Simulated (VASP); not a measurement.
Set up this calculation in VASP 6.6.1, as the native input.

| Property | Result |
| --- | --- |
| Task | G0W0 quasiparticle levels |
| Functional | r2SCAN |
| Potentials or basis | VASP PAW PBE potentials, release 64 (B_GW, N_GW) |
| Cutoff | 500 eV |
| k mesh | 8 × 8 × 8 |
| Occupations | gaussian, width 0.01 eV |
| Spin | no spin polarisation |
| Dipole correction | no |
| GW scheme | G0W0 |
| GW iterations | 1 |
| Cutoff of the response function | 200 |
| Frequency points | 96 |
| Empty bands | 87 |
| Further INCAR settings | ALGO = EVGW0; EDIFF = 1e-08; NBANDS = 91 |

Crystal: BN.

```
B N
1.0
     0.00000    1.80482    1.80482
     1.80482    0.00000    1.80482
     1.80482    1.80482    0.00000
B N
1 1
Direct
  0.00000 0.00000 0.00000
  0.75000 0.75000 0.75000
```

The input as run:

POSCAR

```
BN
1.0
    0.0000000000      1.8048242572      1.8048242572
    1.8048242572      0.0000000000      1.8048242572
    1.8048242572      1.8048242572      0.0000000000
B N
1 1
Direct
    0.0000000000      0.0000000000      0.0000000000
    0.7500000000      0.7500000000      0.7500000000
```

INCAR.step1

```
  PREC = Accurate
  ENCUT = 500
  EDIFF = 1E-8
  ISMEAR = 0
  SIGMA = 0.01
  LREAL = F
  LASPH = T
  NELM = 80
  ALGO = Normal
  LWAVE = T
  LCHARG = F
  METAGGA = R2SCAN
  LMIXTAU = T
```

INCAR.step2

```
  PREC = Accurate
  ENCUT = 500
  EDIFF = 1E-8
  ISMEAR = 0
  SIGMA = 0.01
  LREAL = F
  LASPH = T
  NELM = 1
  ALGO = Exact
  LWAVE = T
  LCHARG = F
  METAGGA = R2SCAN
  LMIXTAU = T
  NBANDS = 91
  LOPTICS = T
  ISTART = 1
```

INCAR.step3

```
  PREC = Accurate
  ENCUT = 500
  EDIFF = 1E-8
  ISMEAR = 0
  SIGMA = 0.01
  LREAL = F
  LASPH = T
  ALGO = EVGW0
  LWAVE = F
  LCHARG = F
  METAGGA = R2SCAN
  LMIXTAU = T
  NELMGW = 1
  NBANDS = 91
  ENCUTGW = 200
  NOMEGA = 96
  PRECFOCK = Fast
  ISTART = 1
  NBANDSGW = 12
  OMEGAMAX = 20
```

KPOINTS

```
regular mesh
0
Gamma
  8 8 8
```

Potentials or basis: VASP PAW PBE potentials, release 64 (B_GW, N_GW).

Run with:

```bash
$ cat potpaw_PBE.64/B_GW/POTCAR potpaw_PBE.64/N_GW/POTCAR > POTCAR
$ cp INCAR.step1 INCAR
$ mpirun -np 1 vasp_std > vasp.out
$ cp INCAR.step2 INCAR
$ mpirun -np 1 vasp_std > vasp.out
$ cp INCAR.step3 INCAR
$ mpirun -np 1 vasp_std > vasp.out
```

It gave:

```yaml
Quasiparticle_gap: 6.26 eV
Least_direct_quasiparticle_gap: 11.26 eV
Band_gap_of_the_starting_levels_on_the_mesh: 4.99 eV
Least_direct_gap_of_the_starting_levels_on_the_mesh: 9.56 eV
```

Caveat: the k points lie up to 0.38 Å⁻¹ apart; bands, screening cutoff and mesh are small and nothing is extrapolated, so the quasiparticle values aren't converged.

It took 3.5 min on 1 thread of Intel(R) Xeon(R) 6975P-C (Granite Rapids) (shared host), peak memory 0.64 GiB.
